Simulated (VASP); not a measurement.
# Ge2Bi2O (P-3m1) in VASP: further runs

The runs below take Ge2Bi2O through single point, with PBE.

All numbers are computed with VASP 6.6.1; they aren't measurements. Logs are shortened: lines on timing, memory, paths and dates and some standing lists are left out, and cuts for length are marked.

### Step 1. The cell of the first run

Symmetry: P-3m1, No. 164, trigonal system. The conventional cell has a = 4.374 Å, b = 4.374 Å, c = 9.220 Å, α = 90.00°, β = 90.00°, γ = 120.00°. Within 2.4 Å of Ge (site symmetry 3m) lie 1 O at 1.79 Å. Bi (site symmetry 3m) has 3 Ge at 2.81 Å within 3.7 Å. O (site symmetry -3m) has 2 Ge at 1.79 Å within 2.4 Å.

### Step 2. Single point, PBE

Input file INCAR:

```
SYSTEM = Ge2Bi2O
PREC = Accurate ; ENCUT = 520
EDIFF = 1E-6 ; ISMEAR = 0
SIGMA = 0.1 ; LREAL = .False.
LASPH = .True. ; NELM = 100
ALGO = Normal ; ISIF = 2
LWAVE = .False. ; LCHARG = .False.
GGA = PE ; NBANDS = 40
```

Input file KPOINTS:

```
regular mesh
0
Gamma
  12 12 4
  0 0 0
```

Input file POSCAR:

```
Ge2Bi2O
1.0
    4.3743875973      0.0000000000      0.0000000000
   -2.1871937986      3.7883307853      0.0000000000
    0.0000000000      0.0000000000      9.2202865395
Ge Bi O
2 2 1
Direct
    0.0000000000      0.0000000000      0.1937114387
    0.0000000000      0.0000000000      0.8062885613
    0.6666666667      0.3333333333      0.6729222529
    0.3333333333      0.6666666667      0.3270777471
    0.0000000000      0.0000000000      0.0000000000
```

Potentials or basis: VASP PAW PBE potentials, release 64 (Ge_d, Bi_d, O).

Run with:

```
$ cat potpaw_PBE.64/Ge_d/POTCAR potpaw_PBE.64/Bi_d/POTCAR potpaw_PBE.64/O/POTCAR > POTCAR
$ mpirun -np 1 vasp_std > vasp.out
```

OUTCAR:

```text
SYSTEM = Ge2Bi2O
   PREC = Accurate
   ENCUT = 520
   EDIFF = 1E-6
   ISMEAR = 0
   LREAL = .False.
   LASPH = .True.
   NELM = 100
   ISIF = 2
   GGA = PE

 ion  position               nearest neighbor table
   1  0.000  0.000  0.194-   5 1.79   4 2.81   4 2.81   4 2.81
   2  0.000  0.000  0.806-   5 1.79   3 2.81   3 2.81   3 2.81
   3  0.667  0.333  0.673-   2 2.81   2 2.81   2 2.81
   4  0.333  0.667  0.327-   1 2.81   1 2.81   1 2.81
   5  0.000  0.000  0.000-   1 1.79   2 1.79

  LATTYP: Found a hexagonal cell.
 ALAT       =     4.3743875973
 C/A-ratio  =     2.1077891098

  Lattice vectors:

 A1 = (   4.3743875973,   0.0000000000,   0.0000000000)
 A2 = (  -2.1871937986,   3.7883307853,   0.0000000000)
 A3 = (   0.0000000000,   0.0000000000,   9.2202865395)

Analysis of symmetry for initial positions (statically):
=====================================================================
 Subroutine PRICEL returns:
 Original cell was already a primitive cell.

 Routine SETGRP: Setting up the symmetry group for a
 hexagonal supercell.

 Subroutine GETGRP returns: Found 12 space group operations
 (whereof 12 operations were pure point group operations)
 out of a pool of 24 trial point group operations.

The static configuration has the point symmetry D_3d.

Analysis of symmetry for dynamics (positions and initial velocities):
=====================================================================
 Subroutine PRICEL returns:
 Original cell was already a primitive cell.

 Routine SETGRP: Setting up the symmetry group for a
 hexagonal supercell.

 Subroutine GETGRP returns: Found 12 space group operations
 (whereof 12 operations were pure point group operations)
 out of a pool of 24 trial point group operations.

The dynamic configuration has the point symmetry D_3d.

 Subroutine INISYM returns: Found 12 space group operations
 (whereof 12 operations are pure point group operations),
 and found     1 'primitive' translations

----------------------------------------------------------------------------------------

                                     Primitive cell

  volume of cell :     152.7952

  direct lattice vectors                    reciprocal lattice vectors
     4.374387597  0.000000000  0.000000000     0.228603428  0.131984251  0.000000000
    -2.187193799  3.788330785  0.000000000     0.000000000  0.263968501  0.000000000
     0.000000000  0.000000000  9.220286539     0.000000000  0.000000000  0.108456499

  length of vectors
     4.374387597  4.374387597  9.220286539     0.263968501  0.263968501  0.108456499

  position of ions in fractional coordinates (direct lattice)
     0.000000000  0.000000000  0.193711439
     0.000000000  0.000000000  0.806288561
     0.666666667  0.333333333  0.672922253
     0.333333333  0.666666667  0.327077747
     0.000000000  0.000000000  0.000000000

  ion indices of the primitive-cell ions
   primitive index   ion index
                 1           1
                 2           2
                 3           3
                 4           4
                 5           5

----------------------------------------------------------------------------------------

 KPOINTS: regular mesh

Automatic generation of k-mesh.
 Grid dimensions read from file:
 generate k-points for:   12   12    4

 Generating k-lattice:

  Cartesian coordinates                     Fractional coordinates (reciprocal lattice)
     0.019050286  0.010998688  0.000000000     0.083333333  0.000000000  0.000000000
     0.000000000  0.021997375  0.000000000     0.000000000  0.083333333  0.000000000
     0.000000000  0.000000000  0.027114125     0.000000000  0.000000000  0.250000000

  Length of vectors
     0.021997375  0.021997375  0.027114125

  Shift w.r.t. Gamma in fractional coordinates (k-lattice)
     0.000000000  0.000000000  0.000000000

 Subroutine IBZKPT returns following result:
 ===========================================

 Found     69 irreducible k-points:

 Following reciprocal coordinates:
            Coordinates               Weight
  0.000000  0.000000  0.000000      1.000000
  0.083333  0.000000  0.000000      6.000000
  0.166667  0.000000  0.000000      6.000000
  0.250000 -0.000000  0.000000      6.000000
  0.333333 -0.000000  0.000000      6.000000
  0.416667  0.000000  0.000000      6.000000
[... 16 lines left out ...]
  0.166667  0.000000  0.250000      6.000000
  0.000000  0.166667  0.250000      6.000000
 [... further k-points ...]
   k-points           NKPTS =     69   k-points in BZ     NKDIM =     69   number of bands    NBANDS=     40
   number of dos      NEDOS =    301   number of ions     NIONS =      5
   total plane-waves  NPLWV =  90720
   dimension x,y,z NGX =    36 NGY =   36 NGZ =   70
   dimension x,y,z NGXF=    72 NGYF=   72 NGZF=  140
   ions per type =               2   2   1
   NGX,Y,Z   is equivalent  to a cutoff of  13.68, 13.68, 12.62 a.u.
   NGXF,Y,Z  is equivalent  to a cutoff of  27.36, 27.36, 25.24 a.u.
 SYSTEM =  Ge2Bi2O
   PREC   = accura    normal or accurate (medium, high low for compatibility)
   ISTART =      0    job   : 0-new  1-cont  2-samecut
   ICHARG =      2    charge: 1-file 2-atom 10-const
   ISPIN  =      1    spin polarized calculation?
   LNONCOLLINEAR =      F non collinear calculations
   LSORBIT =      F    spin-orbit coupling
   LASPH  =      T    aspherical Exc in radial PAW
   ENCUT  =  520.0 eV  38.22 Ry    6.18 a.u.   8.13  8.13 17.14*2*pi/ulx,y,z
   NELM   =    100;   NELMIN=  2; NELMDL= -5     # of ELM steps
   EDIFF  = 0.1E-05   stopping-criterion for ELM
   LREAL  =      F    real-space projection
   EDIFFG = 0.1E-04   stopping-criterion for IOM
   NSW    =      0    number of steps for IOM
   IBRION =     -1    ionic relax: 0-MD 1-quasi-New 2-CG
   NFREE  =      0    steps in history (QN), initial steepest desc. (CG)
   ISIF   =      2    stress and relaxation
   ISYM   =      2    0-nonsym 1-usesym 2-fastsym
   POTIM  = 0.5000    time-step for ionic-motion
   TEBEG  =    0.0;   TEEND  =   0.0 temperature during run
   PSTRESS=    0.0 pullay stress
   NELECT =      64.0000    total number of electrons
   NUPDOWN=      -1.0000    fix difference up-down
   EMIN   =  10.00;   EMAX   =-10.00  energy-range for DOS
   EFERMI =   0.00;   METHOD = LEGACY
   ISMEAR =     0;   SIGMA  =   0.10  broadening in eV -4-tet -1-fermi 0-gaus
   EFERMI_NEDOS =   21; number of points for ismear=-14 and -15
   IALGO  =     38    algorithm
   IMIX   =      4    mixing-type and parameters
     AMIX     =   0.40;   BMIX     =  1.00
     AMIX_MAG =   1.60;   BMIX_MAG =  1.00
  volume/ion in A,a.u.               =      30.56       206.22
  Fermi-wavevector in a.u.,A,eV,Ry     =   1.224893  2.314713 20.413690  1.500364
  Thomas-Fermi vector in A             =   2.359951
   LORBIT       =      0    0 simple, 1 ext, 2 COOP (PROOUT), +10 PAW based schemes
   GGA     = PE    functional components
   LHFCALC =     F    Hartree Fock is set to
   AEXX    =    0.0000 exact exchange contribution
   IVDW    =     0    specifies the selected vdW correction
   LEPSILON=     F    determine dielectric tensor
   LRPA    =     F    only Hartree local field effects (RPA)
 non-spin polarized calculation
 Gauss-broadening in eV      SIGMA  =   0.10
  energy-cutoff  :      520.00
  volume of cell :      152.80
 maximum number of plane-waves:      4140
 NGX is ok and might be reduce to    36
   NGX = 17   NGY = 17   NGZ = 35

 number of electron      63.9999984 magnetization

 Free energy of the ion-electron system (eV)
  ---------------------------------------------------
  ext. energy  EPLUGINS =         0.00000000
  ---------------------------------------------------
  free energy    TOTEN  =       -23.02240395 eV

  energy without entropy =      -23.02000127  energy(sigma->0) =      -23.02120261

 E-fermi :   3.4879     XC(G=0):  -8.5664

 val. band max:        3.4858886416   @ k =   0.0000   0.0833   0.2500
 cond. band min:       3.5017501797   @ k =   0.0000   0.0000   0.2500
 fundamental gap:      0.0158615381
 Fermi energy:         3.4878584711

 k-point     1 :       0.0000    0.0000    0.0000
  band No.  band energies     occupation
      1     -21.3943      2.00000
      2     -21.2528      2.00000
      3     -21.1746      2.00000
      4     -21.1746      2.00000
      5     -21.1731      2.00000
      6     -21.1731      2.00000
[... 32 lines left out ...]
     39       7.1057      0.00000
     40       9.2131      0.00000

 k-point     2 :       0.0833    0.0000    0.0000
  band No.  band energies     occupation
      1     -21.3943      2.00000
      2     -21.2527      2.00000
      3     -21.1745      2.00000
      4     -21.1743      2.00000
      5     -21.1730      2.00000
      6     -21.1729      2.00000
[... 32 lines left out ...]
     39       7.2624      0.00000
     40       9.3646      0.00000

 k-point     3 :       0.1667    0.0000    0.0000
  band No.  band energies     occupation
      1     -21.3943      2.00000
      2     -21.2527      2.00000
      3     -21.1743      2.00000
      4     -21.1737      2.00000
      5     -21.1728      2.00000
      6     -21.1723      2.00000
[... 32 lines left out ...]
     39       7.6386      0.00000
     40       9.2256      0.00000

 k-point     4 :       0.2500   -0.0000    0.0000
  band No.  band energies     occupation
      1     -21.3943      2.00000
      2     -21.2527      2.00000
      3     -21.1741      2.00000
      4     -21.1729      2.00000
      5     -21.1725      2.00000
      6     -21.1715      2.00000
[... 32 lines left out ...]
     39       8.0391      0.00000
     40       9.2182      0.00000
[... 772 lines left out ...]
     39       7.2802      0.00000
     40       9.2208      0.00000

 k-point    23 :       0.1667    0.0000    0.2500
  band No.  band energies     occupation
      1     -21.3943      2.00000
      2     -21.2527      2.00000
      3     -21.1743      2.00000
      4     -21.1737      2.00000
      5     -21.1728      2.00000
      6     -21.1723      2.00000
[... 32 lines left out ...]
     39       7.4573      0.00000
     40       8.8575      0.00000

 k-point    24 :       0.0000    0.1667    0.2500
  band No.  band energies     occupation
      1     -21.3943      2.00000
      2     -21.2527      2.00000
      3     -21.1743      2.00000
      4     -21.1737      2.00000
      5     -21.1728      2.00000
      6     -21.1723      2.00000
[... 32 lines left out ...]
     39       7.8111      0.00000
     40       9.2731      0.00000

 [... further k-points ...]

------------------------ aborting loop because EDIFF is reached ----------------------------------------

  FORCE on cell =-STRESS in cart. coord.  units (eV):
  Direction    XX          YY          ZZ          XY          YZ          ZX
  --------------------------------------------------------------------------------------
  -------------------------------------------------------------------------------------
  Total       -0.0528144     -0.0528144     -0.1335883     -0.0000000      0.0000000      0.0000000
  in kB       -0.5538000     -0.5538000     -1.4007781     -0.0000000      0.0000000      0.0000000
  external PRESSURE =      -0.8361261 kB  Pullay stress =       0.0000000 kB

 VOLUME and BASIS-vectors are now :
 -----------------------------------------------------------------------------
  energy-cutoff  :      520.00
  volume of cell :      152.80
      direct lattice vectors                 reciprocal lattice vectors
     4.374387597  0.000000000  0.000000000     0.228603428  0.131984251  0.000000000
    -2.187193799  3.788330785  0.000000000     0.000000000  0.263968501  0.000000000
     0.000000000  0.000000000  9.220286539     0.000000000  0.000000000  0.108456499

 POSITION                                       TOTAL-FORCE (eV/Angst)
 -----------------------------------------------------------------------------------
      0.00000      0.00000      1.78607         0.000000      0.000000     -0.027192
      0.00000      0.00000      7.43421        -0.000000     -0.000000      0.027192
      2.18719      1.26278      6.20454         0.000000      0.000000     -0.008785
     -0.00000      2.52555      3.01575         0.000000      0.000000      0.008785
      0.00000      0.00000      0.00000        -0.000000      0.000000      0.000000
 -----------------------------------------------------------------------------------
    total drift:                               -0.000000      0.000000      0.000000

  FREE ENERGIE OF THE ION-ELECTRON SYSTEM (eV)
  ---------------------------------------------------
  free  energy   TOTEN  =       -23.0224039481 eV

  energy  without entropy=      -23.0200012702  energy(sigma->0) =      -23.02120261
```

It took 13 min on 1 thread of Intel Xeon 8259CL, shared host; peak memory 0.53 GiB.

What came out:

```yaml
Free_energy: -23.0224 eV
Pressure: -0.1 GPa
Largest_force: 0.027 eV/Å
Band_gap_on_the_k_mesh: zero (bands 32 and 33 overlap by 0.15 eV)
```

Forces in eV/Å, atoms in the order of the input:
```
Ge   0.000  0.000 -0.027
Ge   0.000  0.000  0.027
Bi   0.000  0.000 -0.009
Bi   0.000  0.000  0.009
O    0.000  0.000  0.000
```

Stress tensor (GPa, compression positive):
```
-0.06  0.00  0.00
 0.00 -0.06  0.00
 0.00  0.00 -0.14
```

Caveat: spin-orbit coupling is left out, which moves the levels of the heavy elements.

### Step 3. Single point, PBE

This run uses another cell than the first one, of 30.62 Å³/atom.

Input file INCAR:

```
ALGO = Normal
EDIFF = 1E-6
ENCUT = 520
GGA = PE
ISIF = 2
ISMEAR = 0
LASPH = T
LCHARG = F
LREAL = F
LWAVE = F
NBANDS = 40
NELM = 80
PREC = Accurate
SIGMA = 0.1
```

Input file KPOINTS:

```
k-points
0
Gamma
  12 12 4
```

Input file POSCAR:

```
Ge2Bi2O
1.0
    4.3695687969      0.0000000000      0.0000000000
   -2.1847843984      3.7841575817      0.0000000000
    0.0000000000      0.0000000000      9.2602317467
Ge Bi O
2 2 1
Direct
    0.0000000000      0.0000000000      0.1928699515
    0.0000000000      0.0000000000      0.8071300485
    0.6666666667      0.3333333333      0.6740942576
    0.3333333333      0.6666666667      0.3259057424
    0.0000000000      0.0000000000      0.0000000000
```

Potentials or basis: VASP PAW PBE potentials, release 64 (Ge_d, Bi_d, O).

Run with:

```
$ cat potpaw_PBE.64/Ge_d/POTCAR potpaw_PBE.64/Bi_d/POTCAR potpaw_PBE.64/O/POTCAR > POTCAR
$ mpirun -np 1 vasp_std > vasp.out
```

Wall time 11 min (1 thread of Intel Xeon 8259CL, shared host); peak memory 0.5 GiB.

Results (log left out):

```
Free energy            : -23.0222 eV
Pressure               : -0.1 GPa
Largest force          : 0.024 eV/Å
Band gap on the k mesh : zero (bands 32 and 33 overlap by 0.16 eV)
```

Forces in eV/Å, atoms in the order of the input:
```
Ge   0.000  0.000 -0.024
Ge   0.000  0.000  0.024
Bi   0.000  0.000 -0.008
Bi   0.000  0.000  0.008
O    0.000  0.000  0.000
```

Stress tensor (GPa, compression positive):
```
-0.03  0.00  0.00
 0.00 -0.03  0.00
 0.00  0.00 -0.18
```

Levels at points of the mesh, in eV from the Fermi level:
| k point | band 30 | band 31 | band 32 | band 33 | band 34 | band 35 |
| --- | --- | --- | --- | --- | --- | --- |
| (0.00, 0.00, 0.00) | -0.50 | -0.50 | 0.08 | 0.08 | 1.39 | 2.67 |
| (0.50, 0.00, 0.00) | -1.61 | -1.28 | -0.97 | 0.65 | 1.23 | 1.91 |
| (0.00, 0.00, 0.50) | -0.41 | -0.35 | -0.06 | -0.06 | 0.96 | 3.08 |
| (0.50, 0.00, 0.50) | -1.74 | -1.15 | -0.92 | -0.08 | 1.92 | 2.48 |

Caveat: spin-orbit coupling is left out, which moves the levels of the heavy elements.
